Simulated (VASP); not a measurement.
# KMgBr3 (Pm-3m) in VASP: further runs

KMgBr3 is run at these levels: r2SCAN; tasks: single point.

All numbers are computed with VASP 6.6.1; they aren't measurements. Logs are shortened: lines on timing, memory, paths and dates and some standing lists are left out, and cuts for length are marked.

## 1. The cell of the first run

The structure is cubic, space group Pm-3m (No. 221). Conventional cell: a = 5.303 Å, b = 5.303 Å, c = 5.303 Å, α = 90.00°, β = 90.00°, γ = 90.00°. Within 4.9 Å of K (site symmetry m-3m) lie 12 Br at 3.75 Å and 8 Mg at 4.59 Å. Within 3.5 Å of Mg (site symmetry m-3m) lie 6 Br at 2.65 Å. Within 3.5 Å of Br (site symmetry 4/mmm) lie 2 Mg at 2.65 Å.

## 2. Single point, r2SCAN

Contents of POSCAR:

```
KMgBr3
1.0
    5.3031670886      0.0000000000      0.0000000000
    0.0000000000      5.3031670886      0.0000000000
    0.0000000000      0.0000000000      5.3031670886
K Mg Br
1 1 3
Direct
    0.0000000000      0.0000000000      0.0000000000
    0.5000000000      0.5000000000      0.5000000000
    0.5000000000      0.5000000000      0.0000000000
    0.5000000000      0.0000000000      0.5000000000
    0.0000000000      0.5000000000      0.5000000000
```

Contents of INCAR.step1:

```
SYSTEM = KMgBr3
PREC = Accurate ; ENCUT = 520
ISMEAR = 0 ; SIGMA = 0.01
LREAL = .False. ; LASPH = .True.
NELM = 100 ; NBANDS = 24
GGA = PE ; ALGO = Normal
EDIFF = 1E-4 ; LWAVE = .True.
LCHARG = .False.
```

Contents of INCAR.step2:

```
SYSTEM = KMgBr3
PREC = Accurate ; ENCUT = 520
EDIFF = 1E-7 ; ISMEAR = 0
SIGMA = 0.01 ; LREAL = .False.
LASPH = .True. ; NELM = 100
ALGO = Normal ; ISIF = 2
LWAVE = .False. ; LCHARG = .True.
METAGGA = R2SCAN ; LMIXTAU = .True.
LELF = .True. ; LVHAR = .True.
NBANDS = 24 ; ISTART = 1
```

Contents of KPOINTS:

```
Automatic mesh
0
Gamma
  6 6 6
  0 0 0
```

Potentials or basis: VASP PAW PBE potentials, release 64 (K_sv, Mg, Br).

On the command line:

```console
> cat potpaw_PBE.64/K_sv/POTCAR potpaw_PBE.64/Mg/POTCAR potpaw_PBE.64/Br/POTCAR > POTCAR
> cp INCAR.step1 INCAR
> mpirun -np 1 vasp_std > vasp.out
> cp INCAR.step2 INCAR
> mpirun -np 1 vasp_std > vasp.out
```

OUTCAR:

```text
SYSTEM = KMgBr3
   PREC = Accurate
   ENCUT = 520
   EDIFF = 1E-7
   ISMEAR = 0
   LREAL = .False.
   LASPH = .True.
   NELM = 100
   ISIF = 2
   METAGGA = R2SCAN
   ISTART = 1

 ion  position               nearest neighbor table
   1  0.000  0.000  0.000-
   2  0.500  0.500  0.500-   3 2.65   4 2.65   5 2.65   3 2.65   4 2.65   5 2.65
   3  0.500  0.500  0.000-   2 2.65   2 2.65
   4  0.500  0.000  0.500-   2 2.65   2 2.65
   5  0.000  0.500  0.500-   2 2.65   2 2.65

  LATTYP: Found a simple cubic cell.
 ALAT       =     5.3031670886

  Lattice vectors:

 A1 = (   5.3031670886,   0.0000000000,   0.0000000000)
 A2 = (   0.0000000000,   5.3031670886,   0.0000000000)
 A3 = (   0.0000000000,   0.0000000000,   5.3031670886)

Analysis of symmetry for initial positions (statically):
=====================================================================
 Subroutine PRICEL returns:
 Original cell was already a primitive cell.

 Routine SETGRP: Setting up the symmetry group for a
 simple cubic supercell.

 Subroutine GETGRP returns: Found 48 space group operations
 (whereof 48 operations were pure point group operations)
 out of a pool of 48 trial point group operations.

The static configuration has the point symmetry O_h .

Analysis of symmetry for dynamics (positions and initial velocities):
=====================================================================
 Subroutine PRICEL returns:
 Original cell was already a primitive cell.

 Routine SETGRP: Setting up the symmetry group for a
 simple cubic supercell.

 Subroutine GETGRP returns: Found 48 space group operations
 (whereof 48 operations were pure point group operations)
 out of a pool of 48 trial point group operations.

The dynamic configuration has the point symmetry O_h .

 Subroutine INISYM returns: Found 48 space group operations
 (whereof 48 operations are pure point group operations),
 and found     1 'primitive' translations

----------------------------------------------------------------------------------------

                                     Primitive cell

  volume of cell :     149.1441

  direct lattice vectors                    reciprocal lattice vectors
     5.303167089  0.000000000  0.000000000     0.188566565  0.000000000  0.000000000
     0.000000000  5.303167089  0.000000000     0.000000000  0.188566565  0.000000000
     0.000000000  0.000000000  5.303167089     0.000000000  0.000000000  0.188566565

  length of vectors
     5.303167089  5.303167089  5.303167089     0.188566565  0.188566565  0.188566565

  position of ions in fractional coordinates (direct lattice)
     0.000000000  0.000000000  0.000000000
     0.500000000  0.500000000  0.500000000
     0.500000000  0.500000000  0.000000000
     0.500000000  0.000000000  0.500000000
     0.000000000  0.500000000  0.500000000

  ion indices of the primitive-cell ions
   primitive index   ion index
                 1           1
                 2           2
                 3           3
                 4           4
                 5           5

----------------------------------------------------------------------------------------

 KPOINTS: Automatic mesh

Automatic generation of k-mesh.
 Grid dimensions read from file:
 generate k-points for:    6    6    6

 Generating k-lattice:

  Cartesian coordinates                     Fractional coordinates (reciprocal lattice)
     0.031427761  0.000000000  0.000000000     0.166666667  0.000000000  0.000000000
     0.000000000  0.031427761  0.000000000     0.000000000  0.166666667  0.000000000
     0.000000000  0.000000000  0.031427761     0.000000000  0.000000000  0.166666667

  Length of vectors
     0.031427761  0.031427761  0.031427761

  Shift w.r.t. Gamma in fractional coordinates (k-lattice)
     0.000000000  0.000000000  0.000000000

 Subroutine IBZKPT returns following result:
 ===========================================

 Found     20 irreducible k-points:

 Following reciprocal coordinates:
            Coordinates               Weight
  0.000000  0.000000  0.000000      1.000000
  0.166667  0.000000  0.000000      6.000000
  0.333333  0.000000  0.000000      6.000000
  0.500000  0.000000  0.000000      3.000000
  0.166667  0.166667  0.000000     12.000000
  0.333333  0.166667  0.000000     24.000000
[... 12 lines left out ...]
  0.500000  0.500000  0.333333      6.000000
  0.500000  0.500000  0.500000      1.000000
   k-points           NKPTS =     20   k-points in BZ     NKDIM =     20   number of bands    NBANDS=     24
   number of dos      NEDOS =    301   number of ions     NIONS =      5
   total plane-waves  NPLWV =  64000
   dimension x,y,z NGX =    40 NGY =   40 NGZ =   40
   dimension x,y,z NGXF=    80 NGYF=   80 NGZF=   80
   ions per type =               1   1   3
   NGX,Y,Z   is equivalent  to a cutoff of  12.54, 12.54, 12.54 a.u.
   NGXF,Y,Z  is equivalent  to a cutoff of  25.08, 25.08, 25.08 a.u.
 SYSTEM =  KMgBr3
   PREC   = accura    normal or accurate (medium, high low for compatibility)
   ISTART =      1    job   : 0-new  1-cont  2-samecut
   ICHARG =      0    charge: 1-file 2-atom 10-const
   ISPIN  =      1    spin polarized calculation?
   LNONCOLLINEAR =      F non collinear calculations
   LSORBIT =      F    spin-orbit coupling
   LASPH  =      T    aspherical Exc in radial PAW
   ENCUT  =  520.0 eV  38.22 Ry    6.18 a.u.   9.86  9.86  9.86*2*pi/ulx,y,z
   NELM   =    100;   NELMIN=  2; NELMDL=  0     # of ELM steps
   EDIFF  = 0.1E-06   stopping-criterion for ELM
   LREAL  =      F    real-space projection
   EDIFFG = 0.1E-05   stopping-criterion for IOM
   NSW    =      0    number of steps for IOM
   IBRION =     -1    ionic relax: 0-MD 1-quasi-New 2-CG
   NFREE  =      0    steps in history (QN), initial steepest desc. (CG)
   ISIF   =      2    stress and relaxation
   ISYM   =      2    0-nonsym 1-usesym 2-fastsym
   POTIM  = 0.5000    time-step for ionic-motion
   TEBEG  =    0.0;   TEEND  =   0.0 temperature during run
   PSTRESS=    0.0 pullay stress
   NELECT =      32.0000    total number of electrons
   NUPDOWN=      -1.0000    fix difference up-down
   EMIN   =  10.00;   EMAX   =-10.00  energy-range for DOS
   EFERMI =   0.00;   METHOD = LEGACY
   ISMEAR =     0;   SIGMA  =   0.01  broadening in eV -4-tet -1-fermi 0-gaus
   EFERMI_NEDOS =   21; number of points for ismear=-14 and -15
   IALGO  =     38    algorithm
   IMIX   =      4    mixing-type and parameters
     AMIX     =   0.40;   BMIX     =  1.00
     AMIX_MAG =   1.60;   BMIX_MAG =  1.00
  volume/ion in A,a.u.               =      29.83       201.29
  Fermi-wavevector in a.u.,A,eV,Ry     =   0.980068  1.852060 13.068847  0.960533
  Thomas-Fermi vector in A             =   2.110970
   LORBIT       =      0    0 simple, 1 ext, 2 COOP (PROOUT), +10 PAW based schemes
   METAGGA = R2SCAN    functional components
   LHFCALC =     F    Hartree Fock is set to
   AEXX    =    0.0000 exact exchange contribution
   IVDW    =     0    specifies the selected vdW correction
   LEPSILON=     F    determine dielectric tensor
   LRPA    =     F    only Hartree local field effects (RPA)
 non-spin polarized calculation
 Gauss-broadening in eV      SIGMA  =   0.01
  energy-cutoff  :      520.00
  volume of cell :      149.14
 maximum number of plane-waves:      4052
 NGX is ok and might be reduce to    40
   NGX = 19   NGY = 19   NGZ = 19

 number of electron      31.9999992 magnetization

 Free energy of the ion-electron system (eV)
  ---------------------------------------------------
  ext. energy  EPLUGINS =         0.00000000
  ---------------------------------------------------
  free energy    TOTEN  =       -58.85614418 eV

  energy without entropy =      -58.85614418  energy(sigma->0) =      -58.85614418

 E-fermi :  -0.3176     XC(G=0):  -8.3925

 val. band max:       -0.4069683618   @ k =   0.5000   0.5000   0.5000
 cond. band min:       3.1635868369   @ k =   0.0000   0.0000   0.0000
 fundamental gap:      3.5705551987
 Fermi energy:        -0.3175957441

 k-point     1 :       0.0000    0.0000    0.0000
  band No.  band energies     occupation
      1     -30.3406      2.00000
      2     -14.6916      2.00000
      3     -13.8972      2.00000
      4     -13.8972      2.00000
      5     -13.0377      2.00000
      6     -13.0377      2.00000
[... 16 lines left out ...]
     23       6.7829      0.00000
     24       9.8733      0.00000

 k-point     2 :       0.1667    0.0000    0.0000
  band No.  band energies     occupation
      1     -30.3405      2.00000
      2     -14.6528      2.00000
      3     -13.9503      2.00000
      4     -13.8956      2.00000
      5     -13.0372      2.00000
      6     -13.0372      2.00000
[... 16 lines left out ...]
     23       7.1170      0.00000
     24       9.5013      0.00000

 k-point     3 :       0.3333    0.0000    0.0000
  band No.  band energies     occupation
      1     -30.3404      2.00000
      2     -14.5539      2.00000
      3     -14.0751      2.00000
      4     -13.8922      2.00000
      5     -13.0361      2.00000
      6     -13.0361      2.00000
[... 16 lines left out ...]
     23       7.9893      0.00000
     24       8.7246      0.00000
[... 406 lines left out ...]
 k-point    19 :       0.5000    0.5000    0.3333
  band No.  band energies     occupation
      1     -30.3400      2.00000
      2     -14.1512      2.00000
      3     -14.1504      2.00000
      4     -14.1504      2.00000
      5     -13.0436      2.00000
      6     -13.0386      2.00000
[... 16 lines left out ...]
     23       8.4949      0.00000
     24       9.0252      0.00000

 k-point    20 :       0.5000    0.5000    0.5000
  band No.  band energies     occupation
      1     -30.3399      2.00000
      2     -14.1420      2.00000
      3     -14.1420      2.00000
      4     -14.1420      2.00000
      5     -13.0469      2.00000
      6     -13.0469      2.00000
[... 16 lines left out ...]
     23       8.5505      0.00000
     24       9.2619      0.00000

------------------------ aborting loop because EDIFF is reached ----------------------------------------

  FORCE on cell =-STRESS in cart. coord.  units (eV):
  Direction    XX          YY          ZZ          XY          YZ          ZX
  --------------------------------------------------------------------------------------
  -------------------------------------------------------------------------------------
  Total       -0.1129502     -0.1129502     -0.1129502     -0.0000000      0.0000000      0.0000000
  in kB       -1.2133659     -1.2133659     -1.2133659     -0.0000000      0.0000000      0.0000000
  external PRESSURE =      -1.2133659 kB  Pullay stress =       0.0000000 kB

 VOLUME and BASIS-vectors are now :
 -----------------------------------------------------------------------------
  energy-cutoff  :      520.00
  volume of cell :      149.14
      direct lattice vectors                 reciprocal lattice vectors
     5.303167089  0.000000000  0.000000000     0.188566565  0.000000000  0.000000000
     0.000000000  5.303167089  0.000000000     0.000000000  0.188566565  0.000000000
     0.000000000  0.000000000  5.303167089     0.000000000  0.000000000  0.188566565

 POSITION                                       TOTAL-FORCE (eV/Angst)
 -----------------------------------------------------------------------------------
      0.00000      0.00000      0.00000         0.000000      0.000000      0.000000
      2.65158      2.65158      2.65158         0.000000      0.000000      0.000000
      2.65158      2.65158      0.00000         0.000000      0.000000      0.000000
      2.65158      0.00000      2.65158         0.000000      0.000000      0.000000
      0.00000      2.65158      2.65158         0.000000      0.000000      0.000000
 -----------------------------------------------------------------------------------
    total drift:                                0.000000     -0.000000     -0.000000

  FREE ENERGIE OF THE ION-ELECTRON SYSTEM (eV)
  ---------------------------------------------------
  free  energy   TOTEN  =       -58.8561441848 eV

  energy  without entropy=      -58.8561441848  energy(sigma->0) =      -58.85614418
```

Run time: 1.7 min. Hardware: 1 thread of Intel Xeon 6975P-C (Granite Rapids), shared host; peak memory 0.29 GiB.

What came out:

| Property | Result |
| --- | --- |
| Free energy | -58.8561 eV |
| Pressure | -0.1 GPa |
| Band gap on the k mesh | 3.57 eV, indirect (least direct gap 4.07 eV) |

Caveat: the PAW data sets were made with another functional, which shifts forces and pressure a little. r2SCAN opens gaps a little over a GGA but as a rule still falls short of measured ones.

(Part 1 of 2 ends here.)
